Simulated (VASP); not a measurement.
# Mg2O (I4/mcm) in VASP: relaxation of cell and atoms with PBE

Aim: the relaxation of cell and atoms of Mg2O with PBE.

Program: VASP 6.6.1. These are calculated values, not measurements. Logs are shortened: lines on timing, memory, paths and dates and some standing lists are left out, and cuts for length are marked.

### Step 1. The cell of the first run

The structure is tetragonal, space group I4/mcm (No. 140). The conventional cell has a = 5.739 Å, b = 5.739 Å, c = 4.773 Å, α = 90.00°, β = 90.00°, γ = 90.00°. Within 3.2 Å of Mg (site symmetry m2m) lie 4 O at 2.45 Å and 11 Mg at 2.70 to 3.05 Å. O (site symmetry 422) has 2 O at 2.39 Å and 8 Mg at 2.45 Å within 3.2 Å.

The cell was built from a structure type or drawn by symmetry, and may not be a known phase.

### Step 2. Relaxation of cell and atoms, PBE

Contents of INCAR:

```
ALGO     = Normal         # electronic algorithm
EDIFF    = 1E-7           # SCF threshold, eV
EDIFFG   = -0.08          # ionic threshold
ENCUT    = 600            # plane-wave cutoff, eV
GGA      = PE             # functional
GGA_COMPAT= False        
IBRION   = 2              # ionic algorithm
ISIF     = 3              # what is computed and relaxed
ISMEAR   = 0              # smearing method
LASPH    = True           # aspherical terms in the spheres
LCHARG   = False          # write CHGCAR
LREAL    = False          # projectors in reciprocal space
LWAVE    = False          # write WAVECAR
NELM     = 120            # most SCF steps
NELMIN   = 4            
NSW      = 36             # ionic steps
PREC     = Accurate       # precision mode
SIGMA    = 0.2            # smearing width, eV
```

Contents of KPOINTS:

```
k-points
0
Gamma
  4 4 4
```

Contents of POSCAR:

```
Mg2O
1.0
   -2.8694689200      2.8694689200      2.3864500200
    2.8694689200     -2.8694689200      2.3864500200
    2.8694689200      2.8694689200     -2.3864500200
Mg O
4 2
Direct
    0.6661000000      0.1661000000      0.8321999900
    0.1661000000      0.3339000000      0.5000000000
    0.3339000000      0.8339000000      0.1678000100
    0.8339000000      0.6661000000      0.5000000000
    0.2500000000      0.2500000000      0.0000000000
    0.7500000000      0.7500000000      0.0000000000
```

Potentials or basis: VASP PAW PBE potentials, release 64 (Mg, O).

Launch:

```
$ cat potpaw_PBE.64/Mg/POTCAR potpaw_PBE.64/O/POTCAR > POTCAR
$ mpirun -np 1 vasp_std > vasp.out
```

OUTCAR:

```text
EDIFF = 1E-7
   EDIFFG = -0.08
   ENCUT = 600
   GGA = PE
   IBRION = 2
   ISIF = 3
   ISMEAR = 0
   LASPH = True
   LREAL = False
   NELM = 120
   NELMIN = 4
   NSW = 36
   PREC = Accurate

 ion  position               nearest neighbor table
   1  0.666  0.166  0.832-   5 2.45   6 2.45   5 2.45   6 2.45   3 2.70   3 2.75   3 2.75   4 3.03
                             2 3.03   2 3.03   4 3.03   4 3.05   2 3.05   2 3.05   4 3.05
   2  0.166  0.334  0.500-   6 2.45   5 2.45   5 2.45   6 2.45   4 2.70   4 2.75   4 2.75   1 3.03
                             3 3.03   3 3.03   1 3.03   1 3.05   3 3.05   1 3.05   3 3.05
   3  0.334  0.834  0.168-   5 2.45   6 2.45   5 2.45   6 2.45   1 2.70   1 2.75   1 2.75   4 3.03
                             2 3.03   4 3.03   2 3.03   4 3.05   2 3.05   4 3.05   2 3.05
   4  0.834  0.666  0.500-   5 2.45   6 2.45   6 2.45   5 2.45   2 2.70   2 2.75   2 2.75   3 3.03
                             1 3.03   1 3.03   3 3.03   3 3.05   1 3.05   1 3.05   3 3.05
   5  0.250  0.250  0.000-   3 2.45   1 2.45   2 2.45   2 2.45   4 2.45   4 2.45   3 2.45   1 2.45

   6  0.750  0.750  0.000-   3 2.45   1 2.45   4 2.45   4 2.45   2 2.45   2 2.45   1 2.45   3 2.45

  LATTYP: Found a body centered tetragonal cell.
 ALAT       =     5.7389378400
 C/A-ratio  =     0.8316695830

  Lattice vectors:

 A1 = (  -2.8694689200,   2.8694689200,   2.3864500200)
 A2 = (   2.8694689200,  -2.8694689200,   2.3864500200)
 A3 = (   2.8694689200,   2.8694689200,  -2.3864500200)

Analysis of symmetry for initial positions (statically):
=====================================================================
 Subroutine PRICEL returns:
 Original cell was already a primitive cell.

 Routine SETGRP: Setting up the symmetry group for a
 body centered tetragonal supercell.

 Subroutine GETGRP returns: Found 16 space group operations
 (whereof  8 operations were pure point group operations)
 out of a pool of 16 trial point group operations.

The static configuration has the point symmetry C_4h.
 The point group associated with its full space group is D_4h.

Analysis of symmetry for dynamics (positions and initial velocities):
=====================================================================
 Subroutine PRICEL returns:
 Original cell was already a primitive cell.

 Routine SETGRP: Setting up the symmetry group for a
 body centered tetragonal supercell.

 Subroutine GETGRP returns: Found 16 space group operations
 (whereof  8 operations were pure point group operations)
 out of a pool of 16 trial point group operations.

The dynamic configuration has the point symmetry C_4h.
 The point group associated with its full space group is D_4h.

 Subroutine INISYM returns: Found 16 space group operations
 (whereof  8 operations are pure point group operations),
 and found     1 'primitive' translations

----------------------------------------------------------------------------------------

                                     Primitive cell

  volume of cell :      78.5987

  direct lattice vectors                    reciprocal lattice vectors
    -2.869468920  2.869468920  2.386450020     0.000000000  0.174248272  0.209516225
     2.869468920 -2.869468920  2.386450020     0.174248272  0.000000000  0.209516225
     2.869468920  2.869468920 -2.386450020     0.174248272  0.174248272  0.000000000

  length of vectors
     4.707743352  4.707743352  4.707743352     0.272505979  0.272505979  0.246424269

  position of ions in fractional coordinates (direct lattice)
     0.666100000  0.166100000  0.832199990
     0.166100000  0.333900000  0.500000000
     0.333900000  0.833900000  0.167800010
     0.833900000  0.666100000  0.500000000
     0.250000000  0.250000000  0.000000000
     0.750000000  0.750000000  0.000000000

  ion indices of the primitive-cell ions
   primitive index   ion index
                 1           1
                 2           2
                 3           3
                 4           4
                 5           5
                 6           6

----------------------------------------------------------------------------------------

 KPOINTS: k-points

Automatic generation of k-mesh.
 Grid dimensions read from file:
 generate k-points for:    4    4    4

 Generating k-lattice:

  Cartesian coordinates                     Fractional coordinates (reciprocal lattice)
     0.000000000  0.043562068  0.052379056     0.250000000  0.000000000  0.000000000
     0.043562068  0.000000000  0.052379056     0.000000000  0.250000000  0.000000000
     0.043562068  0.043562068  0.000000000     0.000000000  0.000000000  0.250000000

  Length of vectors
     0.068126495  0.068126495  0.061606067

  Shift w.r.t. Gamma in fractional coordinates (k-lattice)
     0.000000000  0.000000000  0.000000000

 Subroutine IBZKPT returns following result:
 ===========================================

 Found     13 irreducible k-points:

 Following reciprocal coordinates:
            Coordinates               Weight
  0.000000  0.000000  0.000000      1.000000
  0.250000  0.000000 -0.000000      8.000000
  0.500000  0.000000 -0.000000      4.000000
  0.250000  0.250000 -0.000000      8.000000
  0.500000  0.250000 -0.000000     16.000000
 -0.250000  0.250000  0.000000      4.000000
  0.500000  0.500000 -0.000000      2.000000
  0.250000  0.250000  0.250000      2.000000
 -0.250000  0.250000  0.250000      4.000000
  0.500000  0.500000  0.250000      4.000000
 -0.250000  0.500000  0.250000      8.000000
 -0.250000 -0.250000  0.250000      2.000000
  0.500000  0.500000  0.500000      1.000000
   k-points           NKPTS =     13   k-points in BZ     NKDIM =     13   number of bands    NBANDS=     14
   number of dos      NEDOS =    301   number of ions     NIONS =      6
   total plane-waves  NPLWV =  64000
   dimension x,y,z NGX =    40 NGY =   40 NGZ =   40
   dimension x,y,z NGXF=    80 NGYF=   80 NGZF=   80
   ions per type =               4   2
   NGX,Y,Z   is equivalent  to a cutoff of  14.13, 14.13, 14.13 a.u.
   NGXF,Y,Z  is equivalent  to a cutoff of  28.25, 28.25, 28.25 a.u.
 SYSTEM =  unknown system
   PREC   = accura    normal or accurate (medium, high low for compatibility)
   ISTART =      0    job   : 0-new  1-cont  2-samecut
   ICHARG =      2    charge: 1-file 2-atom 10-const
   ISPIN  =      1    spin polarized calculation?
   LNONCOLLINEAR =      F non collinear calculations
   LSORBIT =      F    spin-orbit coupling
   LASPH  =      T    aspherical Exc in radial PAW
   ENCUT  =  600.0 eV  44.10 Ry    6.64 a.u.   9.40  9.40  9.40*2*pi/ulx,y,z
   NELM   =    120;   NELMIN=  4; NELMDL= -5     # of ELM steps
   EDIFF  = 0.1E-06   stopping-criterion for ELM
   LREAL  =      F    real-space projection
   EDIFFG = -.8E-01   stopping-criterion for IOM
   NSW    =     36    number of steps for IOM
   IBRION =      2    ionic relax: 0-MD 1-quasi-New 2-CG
   NFREE  =      1    steps in history (QN), initial steepest desc. (CG)
   ISIF   =      3    stress and relaxation
   ISYM   =      2    0-nonsym 1-usesym 2-fastsym
   POTIM  = 0.5000    time-step for ionic-motion
   TEBEG  =    0.0;   TEEND  =   0.0 temperature during run
   PSTRESS=    0.0 pullay stress
   NELECT =      20.0000    total number of electrons
   NUPDOWN=      -1.0000    fix difference up-down
   EMIN   =  10.00;   EMAX   =-10.00  energy-range for DOS
   EFERMI =   0.00;   METHOD = LEGACY
   ISMEAR =     0;   SIGMA  =   0.20  broadening in eV -4-tet -1-fermi 0-gaus
   EFERMI_NEDOS =   21; number of points for ismear=-14 and -15
   IALGO  =     38    algorithm
   IMIX   =      4    mixing-type and parameters
     AMIX     =   0.40;   BMIX     =  1.00
     AMIX_MAG =   1.60;   BMIX_MAG =  1.00
  volume/ion in A,a.u.               =      13.10        88.40
  Fermi-wavevector in a.u.,A,eV,Ry     =   1.037400  1.960402 14.642581  1.076199
  Thomas-Fermi vector in A             =   2.171836
   LORBIT       =      0    0 simple, 1 ext, 2 COOP (PROOUT), +10 PAW based schemes
   GGA     = PE    functional components
   LHFCALC =     F    Hartree Fock is set to
   AEXX    =    0.0000 exact exchange contribution
   IVDW    =     0    specifies the selected vdW correction
   LEPSILON=     F    determine dielectric tensor
   LRPA    =     F    only Hartree local field effects (RPA)
 conjugate gradient relaxation of ions
 non-spin polarized calculation
 Gauss-broadening in eV      SIGMA  =   0.20
  energy-cutoff  :      600.00
  volume of cell :       78.60
 maximum number of plane-waves:      2642
 NGX is ok and might be reduce to    40
   NGX = 19   NGY = 19   NGZ = 19

--------------------------------------- Ionic step        1  -------------------------------------------

 number of electron      19.9999999 magnetization

 Free energy of the ion-electron system (eV)
  ---------------------------------------------------
  ext. energy  EPLUGINS =         0.00000000
  ---------------------------------------------------
  free energy    TOTEN  =       -20.19987107 eV

  energy without entropy =      -20.13186218  energy(sigma->0) =      -20.16586662

 E-fermi :   4.6959     XC(G=0): -10.0382

 val. band max:        4.6218205092   @ k =   0.5000   0.2500  -0.0000
 cond. band min:       4.8962105040   @ k =  -0.2500   0.2500   0.2500
 fundamental gap:      0.2743899948
 Fermi energy:         4.6959329058

 k-point     1 :       0.0000    0.0000    0.0000
  band No.  band energies     occupation
      1     -13.9364      2.00000
      2     -12.3446      2.00000
      3      -1.0034      2.00000
      4      -0.5987      2.00000
      5      -0.1617      2.00000
      6      -0.1617      2.00000
      7       0.9106      2.00000
      8       0.9106      2.00000
      9       4.5951      1.52437
     10       5.0465      0.01317
     11       6.2620      0.00000
     12       7.2778      0.00000
     13       7.2778      0.00000
     14       8.8580      0.00000
[... 319 lines left out ...]
  energy  without entropy=      -21.7822893397  energy(sigma->0) =      -21.78644062

--------------------------------------- Ionic step        4  -------------------------------------------

 number of electron      19.9999997 magnetization

 E-fermi :   4.3972     XC(G=0):  -9.7409

 val. band max:        4.2435060941   @ k =  -0.2500   0.2500   0.2500
 cond. band min:       4.7295635679   @ k =   0.5000   0.5000   0.5000
 fundamental gap:      0.4860574738
 Fermi energy:         4.3971654209

 k-point     1 :       0.0000    0.0000    0.0000
  band No.  band energies     occupation
      1     -14.3437      2.00000
      2     -13.6172      2.00000
      3      -1.2068      2.00000
      4      -0.6051      2.00000
      5      -0.2059      2.00000
      6      -0.2059      2.00000
      7      -0.1415      2.00000
      8      -0.1415      2.00000
      9       1.7703      2.00000
     10       4.9863      0.00003
     11       6.0170      0.00000
     12       6.2935      0.00000
     13       6.2935      0.00000
     14       8.3042      0.00000
[... 319 lines left out ...]
  energy  without entropy=      -22.0728483004  energy(sigma->0) =      -22.07690219

--------------------------------------- Ionic step        7  -------------------------------------------

 number of electron      19.9999998 magnetization

 Free energy of the ion-electron system (eV)
  ---------------------------------------------------
  ext. energy  EPLUGINS =         0.00000000
  ---------------------------------------------------
  free energy    TOTEN  =       -22.08401237 eV

  energy without entropy =      -22.07603065  energy(sigma->0) =      -22.08002151

 E-fermi :   4.6738     XC(G=0):  -9.8180

 val. band max:        4.5224705909   @ k =  -0.2500   0.2500   0.2500
 cond. band min:       4.9958171636   @ k =   0.5000   0.5000   0.5000
 fundamental gap:      0.4733465727
 Fermi energy:         4.6738165986

 k-point     1 :       0.0000    0.0000    0.0000
  band No.  band energies     occupation
      1     -14.4330      2.00000
      2     -13.6614      2.00000
      3      -1.3290      2.00000
      4      -0.3795      2.00000
      5      -0.2459      2.00000
      6      -0.2459      2.00000
      7      -0.2083      2.00000
      8      -0.2083      2.00000
      9       1.7756      2.00000
     10       5.3222      0.00000
     11       6.3851      0.00000
     12       6.6628      0.00000
     13       6.6628      0.00000
     14       8.4581      0.00000
[... 235 lines left out ...]
  FREE ENERGIE OF THE ION-ELECTRON SYSTEM (eV)
  ---------------------------------------------------
  free  energy   TOTEN  =       -22.0840123667 eV

  energy  without entropy=      -22.0760306549  energy(sigma->0) =      -22.08002151

 reached required accuracy - stopping structural energy minimisation
```

Wall time 58 s (1 thread of Intel Xeon 6975P-C (Granite Rapids), shared host); peak memory 0.24 GiB.

What came out:

| Item | Value |
| --- | --- |
| Free energy | -22.0840 eV |
| Relaxed volume | 13.68 Å³/atom |
| Relaxed cell | a = 4.745 Å, b = 4.745 Å, c = 4.745 Å, α = 111.01°, β = 111.01°, γ = 106.43° |
| Space group after relaxing (to 0.1 Å) | I4/mcm (No. 140) |
| Energy gained by relaxing | 314.0 meV/atom |
| Ionic steps | 7 |
| Pressure after relaxing | 0.3 GPa |
| Largest force after relaxing | 0.009 eV/Å |
| Band gap on the k mesh | zero (bands 10 and 11 overlap by 1.35 eV) |

Forces in eV/Å, atoms in the order of the input:
```
Mg   0.007  0.007  0.000
Mg  -0.007  0.007  0.000
Mg  -0.007 -0.007  0.000
Mg   0.007 -0.007  0.000
O    0.000  0.000  0.000
O    0.000  0.000  0.000
```

Stress tensor (GPa, compression positive):
```
0.18 0.00 0.00
0.00 0.18 0.00
0.00 0.00 0.68
```

Step by step:
```csv
step,energy change (eV),largest force (eV/Å),pressure (GPa),volume (Å³)
1,0.0000,0.7758,5.89,78.60
2,-1.3381,0.9325,-1.05,83.66
3,-1.5907,0.9499,-2.97,86.70
4,-1.7864,0.5601,-0.82,83.74
5,-1.8406,0.2322,1.97,80.82
6,-1.8811,0.0431,-0.05,82.42
7,-1.8841,0.0094,0.35,82.08
```

Final structure:
```
Mg O
1.0
    -2.68727    2.68727    2.84155
     2.68727   -2.68727    2.84155
     2.68727    2.68727   -2.84155
Mg O
4 2
Cartesian
  1.0364 3.7237 0.0000
  1.6508 1.0364 0.0000
  1.6508 -1.0364 2.8416
  1.0364 1.6508 2.8416
  0.0000 0.0000 1.4208
  0.0000 0.0000 4.2623
```

Caveat: the k points lie up to 0.40 Å⁻¹ apart in the final cell, too coarse for converged energies and pressures of a metal.
